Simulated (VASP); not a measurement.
# SrO (Fm-3m) in VASP: further runs

The runs below take SrO through single point, with BLYP+D3(BJ), revPBE+D3(BJ), r2SCAN, HSE06+D3(BJ).

Everything below comes from runs of VASP 6.6.1. Logs are shortened: lines on timing, memory, paths and dates and some standing lists are left out, and cuts for length are marked.

## Step 1: The cell of the first run

The structure is cubic, space group Fm-3m (No. 225). Conventional cell: a = 5.233 Å, b = 5.233 Å, c = 5.233 Å, α = 90.00°, β = 90.00°, γ = 90.00°. Within 3.5 Å of Sr (site symmetry m-3m) lie 6 O at 2.62 Å. Within 3.5 Å of O (site symmetry m-3m) lie 6 Sr at 2.62 Å.

## Step 2: Single point, BLYP+D3(BJ), non-collinear spin, typed start

INCAR

```
SYSTEM = SrO
AGGAC = 1.0
AGGAX = 1.0
ALDAC = 0.0
ALDAX = 1.0
ALGO = Normal
EDIFF = 1E-6
ENCUT = 520
GGA = B5
ISIF = 2
ISMEAR = -1
IVDW = 12
LASPH = .True.
LCHARG = .True.
LNONCOLLINEAR = .True.
LORBIT = 11
LREAL = .False.
LVHAR = .True.
LWAVE = .False.
MAGMOM = 0.5 0 0 0 0 0
NBANDS = 28
NELM = 150
PREC = Accurate
SIGMA = 0.05
VDW_A1 = 0.4298
VDW_A2 = 4.2359
VDW_S6 = 1.0
VDW_S8 = 2.6996
```

KPOINTS

```
k-points
0
Gamma
  9 9 9
  0 0 0
```

POSCAR

```
SrO
1.0
    0.0000000000      2.6166323862      2.6166323862
    2.6166323862      0.0000000000      2.6166323862
    2.6166323862      2.6166323862      0.0000000000
Sr O
1 1
Direct
    0.5000000000      0.5000000000      0.5000000000
    0.0000000000      0.0000000000      0.0000000000
```

Potentials or basis: VASP PAW PBE potentials, release 64 (Sr_sv, O).

Launch:

```console
> cat potpaw_PBE.64/Sr_sv/POTCAR potpaw_PBE.64/O/POTCAR > POTCAR
> mpirun -np 1 vasp_ncl > vasp.out
```

OUTCAR:

```text
SYSTEM = SrO
   EDIFF = 1E-6
   ENCUT = 520
   GGA = B5
   ISIF = 2
   ISMEAR = -1
   IVDW = 12
   LASPH = .True.
   LNONCOLLINEAR = .True.
   LORBIT = 11
   LREAL = .False.
   NELM = 150
   PREC = Accurate
 IVDW          = 12

 ion  position               nearest neighbor table
   1  0.500  0.500  0.500-   2 2.62   2 2.62   2 2.62   2 2.62   2 2.62   2 2.62
   2  0.000  0.000  0.000-   1 2.62   1 2.62   1 2.62   1 2.62   1 2.62   1 2.62

  LATTYP: Found a face centered cubic cell.
 ALAT       =     5.2332647724

  Lattice vectors:

 A1 = (   0.0000000000,   2.6166323862,   2.6166323862)
 A2 = (   2.6166323862,   0.0000000000,   2.6166323862)
 A3 = (   2.6166323862,   2.6166323862,   0.0000000000)

Analysis of symmetry for initial positions (statically):
=====================================================================
 Subroutine PRICEL returns:
 Original cell was already a primitive cell.

 Routine SETGRP: Setting up the symmetry group for a
 face centered cubic supercell.

 Subroutine GETGRP returns: Found 48 space group operations
 (whereof 48 operations were pure point group operations)
 out of a pool of 48 trial point group operations.

The static configuration has the point symmetry O_h .

Analysis of symmetry for dynamics (positions and initial velocities):
=====================================================================
 Subroutine PRICEL returns:
 Original cell was already a primitive cell.

 Routine SETGRP: Setting up the symmetry group for a
 face centered cubic supercell.

 Subroutine GETGRP returns: Found 48 space group operations
 (whereof 48 operations were pure point group operations)
 out of a pool of 48 trial point group operations.

The dynamic configuration has the point symmetry O_h .

Analysis of structural, dynamic, and magnetic symmetry:
=====================================================================
 Subroutine PRICEL returns:
 Original cell was already a primitive cell.

 Routine SETGRP: Setting up the symmetry group for a
 face centered cubic supercell.

 Subroutine GETGRP returns: Found  8 space group operations
 (whereof  8 operations were pure point group operations)
 out of a pool of 48 trial point group operations.

The overall configuration has the point symmetry C_4h.

 Subroutine INISYM returns: Found  8 space group operations
 (whereof  8 operations are pure point group operations),
 and found     1 'primitive' translations

----------------------------------------------------------------------------------------

                                     Primitive cell

  volume of cell :      35.8309

  direct lattice vectors                    reciprocal lattice vectors
     0.000000000  2.616632386  2.616632386    -0.191085306  0.191085306  0.191085306
     2.616632386  0.000000000  2.616632386     0.191085306 -0.191085306  0.191085306
     2.616632386  2.616632386  0.000000000     0.191085306  0.191085306 -0.191085306

  length of vectors
     3.700477008  3.700477008  3.700477008     0.330969458  0.330969458  0.330969458

  position of ions in fractional coordinates (direct lattice)
     0.500000000  0.500000000  0.500000000
     0.000000000  0.000000000  0.000000000

  ion indices of the primitive-cell ions
   primitive index   ion index
                 1           1
                 2           2

----------------------------------------------------------------------------------------

 KPOINTS: k-points

Automatic generation of k-mesh.
 Grid dimensions read from file:
 generate k-points for:    9    9    9

 Generating k-lattice:

  Cartesian coordinates                     Fractional coordinates (reciprocal lattice)
    -0.021231701  0.021231701  0.021231701     0.111111111  0.000000000  0.000000000
     0.021231701 -0.021231701  0.021231701     0.000000000  0.111111111  0.000000000
     0.021231701  0.021231701 -0.021231701     0.000000000  0.000000000  0.111111111

  Length of vectors
     0.036774384  0.036774384  0.036774384

  Shift w.r.t. Gamma in fractional coordinates (k-lattice)
     0.000000000  0.000000000  0.000000000

 Subroutine IBZKPT returns following result:
 ===========================================

 Found    105 irreducible k-points:

 Following reciprocal coordinates:
            Coordinates               Weight
  0.000000  0.000000  0.000000      1.000000
  0.111111  0.000000  0.000000      8.000000
  0.222222  0.000000  0.000000      8.000000
  0.333333  0.000000  0.000000      8.000000
  0.444444  0.000000  0.000000      8.000000
  0.111111  0.111111  0.000000      4.000000
[... 16 lines left out ...]
 -0.222222  0.111111  0.000000      8.000000
  0.000000 -0.222222  0.111111      8.000000
 [... further k-points ...]
   k-points           NKPTS =    105   k-points in BZ     NKDIM =    105   number of bands    NBANDS=     28
   number of dos      NEDOS =    301   number of ions     NIONS =      2
   total plane-waves  NPLWV =  21952
   dimension x,y,z NGX =    28 NGY =   28 NGZ =   28
   dimension x,y,z NGXF=    56 NGYF=   56 NGZF=   56
   ions per type =               1   1
   NGX,Y,Z   is equivalent  to a cutoff of  12.58, 12.58, 12.58 a.u.
   NGXF,Y,Z  is equivalent  to a cutoff of  25.16, 25.16, 25.16 a.u.
 SYSTEM =  SrO
   PREC   = accura    normal or accurate (medium, high low for compatibility)
   ISTART =      0    job   : 0-new  1-cont  2-samecut
   ICHARG =      2    charge: 1-file 2-atom 10-const
   ISPIN  =      1    spin polarized calculation?
   LNONCOLLINEAR =      T non collinear calculations
   LSORBIT =      F    spin-orbit coupling
   LASPH  =      T    aspherical Exc in radial PAW
   ENCUT  =  520.0 eV  38.22 Ry    6.18 a.u.   6.88  6.88  6.88*2*pi/ulx,y,z
   NELM   =    150;   NELMIN=  2; NELMDL= -5     # of ELM steps
   EDIFF  = 0.1E-05   stopping-criterion for ELM
   LREAL  =      F    real-space projection
   EDIFFG = 0.1E-04   stopping-criterion for IOM
   NSW    =      0    number of steps for IOM
   IBRION =     -1    ionic relax: 0-MD 1-quasi-New 2-CG
   NFREE  =      0    steps in history (QN), initial steepest desc. (CG)
   ISIF   =      2    stress and relaxation
   ISYM   =      2    0-nonsym 1-usesym 2-fastsym
   POTIM  = 0.5000    time-step for ionic-motion
   TEBEG  =    0.0;   TEEND  =   0.0 temperature during run
   PSTRESS=    0.0 pullay stress
   NELECT =      16.0000    total number of electrons
   NUPDOWN=      -1.0000    fix difference up-down
   EMIN   =  10.00;   EMAX   =-10.00  energy-range for DOS
   EFERMI =   0.00;   METHOD = LEGACY
   ISMEAR =    -1;   SIGMA  =   0.05  broadening in eV -4-tet -1-fermi 0-gaus
   EFERMI_NEDOS =   21; number of points for ismear=-14 and -15
   IALGO  =     38    algorithm
   IMIX   =      4    mixing-type and parameters
     AMIX     =   0.40;   BMIX     =  1.00
     AMIX_MAG =   1.60;   BMIX_MAG =  1.00
  volume/ion in A,a.u.               =      17.92       120.90
  Fermi-wavevector in a.u.,A,eV,Ry     =   1.251302  2.364618 21.303411  1.565757
  Thomas-Fermi vector in A             =   2.385256
   LORBIT       =     11    0 simple, 1 ext, 2 COOP (PROOUT), +10 PAW based schemes
   GGA     = B5    functional components
   LHFCALC =     F    Hartree Fock is set to
   AEXX    =    0.0000 exact exchange contribution
   IVDW    =    12    specifies the selected vdW correction
   LEPSILON=     F    determine dielectric tensor
   LRPA    =     F    only Hartree local field effects (RPA)
  energy-cutoff  :      520.00
  volume of cell :       35.83
 maximum number of plane-waves:      1962
   NGX = 13   NGY = 13   NGZ = 13

 number of electron      16.0000003 magnetization      -0.0011845     -0.0000000      0.0000000

 number of electron      16.0000003 magnetization       0.0001470      0.0000000      0.0000000

 number of electron      16.0000003 magnetization      -0.0002255     -0.0000000     -0.0000000

 number of electron      16.0000003 magnetization      -0.0000077      0.0000000      0.0000000

 Free energy of the ion-electron system (eV)
  ---------------------------------------------------
  ext. energy  EPLUGINS =         0.00000000
  ---------------------------------------------------
  free energy    TOTEN  =       -11.49992259 eV

  energy without entropy =      -11.49992259  energy(sigma->0) =      -11.49992259

 E-fermi :   2.8208     XC(G=0):  -9.3275

 val. band max:        1.7685626198   @ k =   0.0000   0.0000   0.0000
 cond. band min:       5.2365715728   @ k =   0.4444   0.4444   0.0000
 fundamental gap:      3.4680089530
 Fermi energy:         2.8208139847

 k-point     1 :       0.0000    0.0000    0.0000
  band No.  band energies     occupation
      1     -30.8390      1.00000
      2     -30.8390      1.00000
      3     -13.1541      1.00000
      4     -13.1541      1.00000
      5     -12.5664      1.00000
      6     -12.5664      1.00000
[... 20 lines left out ...]
     27       9.8982      0.00000
     28       9.8982      0.00000

 k-point     2 :       0.1111    0.0000    0.0000
  band No.  band energies     occupation
      1     -30.8265      1.00000
      2     -30.8265      1.00000
      3     -13.5189      1.00000
      4     -13.5189      1.00000
      5     -12.5749      1.00000
      6     -12.5749      1.00000
[... 20 lines left out ...]
     27      10.1935      0.00000
     28      10.1935      0.00000

 k-point     3 :       0.2222    0.0000    0.0000
  band No.  band energies     occupation
      1     -30.7948      1.00000
      2     -30.7948      1.00000
      3     -14.0282      1.00000
      4     -14.0282      1.00000
      5     -12.5962      1.00000
      6     -12.5962      1.00000
[... 20 lines left out ...]
     27      10.9601      0.00000
     28      10.9601      0.00000

 k-point     4 :       0.3333    0.0000    0.0000
  band No.  band energies     occupation
      1     -30.7583      1.00000
      2     -30.7583      1.00000
      3     -14.4339      1.00000
      4     -14.4339      1.00000
      5     -12.6202      1.00000
      6     -12.6202      1.00000
[... 578 lines left out ...]
     27      12.5194      0.00000
     28      12.5194      0.00000

 k-point    23 :      -0.2222    0.1111    0.0000
  band No.  band energies     occupation
      1     -30.7745      1.00000
      2     -30.7745      1.00000
      3     -14.1892      1.00000
      4     -14.1892      1.00000
      5     -12.7039      1.00000
      6     -12.7039      1.00000
[... 20 lines left out ...]
     27      11.6508      0.00000
     28      11.6508      0.00000

 k-point    24 :       0.0000   -0.2222    0.1111
  band No.  band energies     occupation
      1     -30.7745      1.00000
      2     -30.7745      1.00000
      3     -14.1892      1.00000
      4     -14.1892      1.00000
      5     -12.7039      1.00000
      6     -12.7039      1.00000
[... 20 lines left out ...]
     27      11.6508      0.00000
     28      11.6508      0.00000

 [... further k-points ...]

------------------------ aborting loop because EDIFF is reached ----------------------------------------

 Edisp (eV)   -1.11126

 E8    (eV) :    -0.8575

  FORCE on cell =-STRESS in cart. coord.  units (eV):
  Direction    XX          YY          ZZ          XY          YZ          ZX
  --------------------------------------------------------------------------------------
  -------------------------------------------------------------------------------------
  Total      -0.86920    -0.86920    -0.86920     0.00000    -0.00000     0.00000
  in kB     -38.86606   -38.86605   -38.86605     0.00000    -0.00000     0.00000
  external pressure =      -38.87 kB  Pullay stress =        0.00 kB

 VOLUME and BASIS-vectors are now :
 -----------------------------------------------------------------------------
  energy-cutoff  :      520.00
  volume of cell :       35.83
      direct lattice vectors                 reciprocal lattice vectors
     0.000000000  2.616632386  2.616632386    -0.191085306  0.191085306  0.191085306
     2.616632386  0.000000000  2.616632386     0.191085306 -0.191085306  0.191085306
     2.616632386  2.616632386  0.000000000     0.191085306  0.191085306 -0.191085306

 POSITION                                       TOTAL-FORCE (eV/Angst)
 -----------------------------------------------------------------------------------
      2.61663      2.61663      2.61663         0.000000      0.000000     -0.000000
      0.00000      0.00000      0.00000         0.000000      0.000000      0.000000
 -----------------------------------------------------------------------------------
    total drift:                                0.000000      0.000000      0.000000

  FREE ENERGIE OF THE ION-ELECTRON SYSTEM (eV)
  ---------------------------------------------------
  free  energy   TOTEN  =       -12.6111874400 eV

  energy  without entropy=      -12.6111874399  energy(sigma->0) =      -12.61118744

 total charge

# of ion       s       p       d       tot
------------------------------------------
    1        2.013   5.819   0.236   8.068
    2        1.542   3.420   0.000   4.962
--------------------------------------------------
tot          3.555   9.239   0.236  13.030

 magnetization (x)

# of ion       s       p       d       tot
------------------------------------------
    1        0.000   0.000  -0.000   0.000
    2       -0.000   0.000   0.000   0.000
--------------------------------------------------
tot          0.000   0.000  -0.000   0.000

 magnetization (y)

# of ion       s       p       d       tot
------------------------------------------
    1        0.000   0.000   0.000   0.000
    2        0.000   0.000   0.000   0.000
--------------------------------------------------
tot          0.000   0.000   0.000   0.000

 magnetization (z)

# of ion       s       p       d       tot
------------------------------------------
    1        0.000   0.000   0.000   0.000
    2        0.000   0.000   0.000   0.000
--------------------------------------------------
tot          0.000   0.000   0.000   0.000
```

Wall time 3.2 min (1 thread of Intel Xeon Platinum 8488C (Sapphire Rapids), shared host); peak memory 0.35 GiB.

Results:

- Free energy: -12.6112 eV
- Pressure: -3.9 GPa
- Band gap on the k mesh: 3.47 eV (least direct gap 3.59 eV)
- Net moment: 0.00 μB per cell
- Valence electrons inside the program's atomic spheres: Sr 8.07; O 4.96
- Dispersion energy per atom: -0.556 eV

Levels at points of the mesh, in eV from the valence-band top:
```tsv
k point	band 14	band 15	band 16	band 17	band 18	band 19
(0.00, 0.00, 0.00)	0.00	0.00	0.00	3.85	3.85	6.09
```

Moments on the atoms (μB; x, y, z):
```
Sr  0.00 0.00 0.00
O   0.00 0.00 0.00
```

Caveat: three body term missing; the cell stands under tension; the PAW data sets were made with another functional, which shifts forces and pressure a little; an odd mesh through Γ misses points on the zone boundary, where band edges can lie. A hybrid or GW would open this gap; BLYP tends to underestimate it.

[end of part 1 of 2]
